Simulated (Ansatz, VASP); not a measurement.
# One calculation of GaSb2, two programs

```xyz
3
Lattice="3.3364 0.0000 0.0000 -1.6682 2.8894 0.0000 0.0000 0.0000 7.9957" Properties=species:S:1:pos:R:3 pbc="T T T"
Ga    0.0000    0.0000    0.0000
Sb    0.0000    1.9263    5.6284
Sb    1.6682    0.9631    2.3673
```

Change from the starting cell: species swapped into the ZnCu2 type (P-3m1, No. 164).

Alike in both runs: functional PBE; k mesh 6 × 6 × 2; occupations gaussian, width 0.1 eV; no spin polarisation.

Ansatz relaxed the structure, and its values are those at the end. VASP's run is a single point on that final structure, the one shown.

|  | VASP | Ansatz |
| --- | --- | --- |
| version | VASP 6.6.1 | Ansatz 0.2.0 |
| potentials or method | VASP PAW PBE potentials, release 64 (Ga_d, Sb), cutoff 520 eV | scalar-relativistic, plane waves, PAW |
| valence electrons in the cell | 23 | 43 |

|  | VASP | Ansatz | Ansatz less VASP |
| --- | --- | --- | --- |
| gap on the k mesh at the Fermi level (eV) | none | none | - |
| pressure (GPa) | -0.1 | 0.0 | +0.04 |
| rms of the force components (eV/Å) | 0.009 | 0.013 | +0.0041 |

A gap of «none» marks a metal or a gap that the smearing closes. VASP's potentials hold 23 valence electrons a cell and Ansatz's 43, so a difference there can come from the potentials and not from the codes.

The k mesh is coarse, so the values compare programs but aren't converged. Spin-orbit coupling is off throughout.
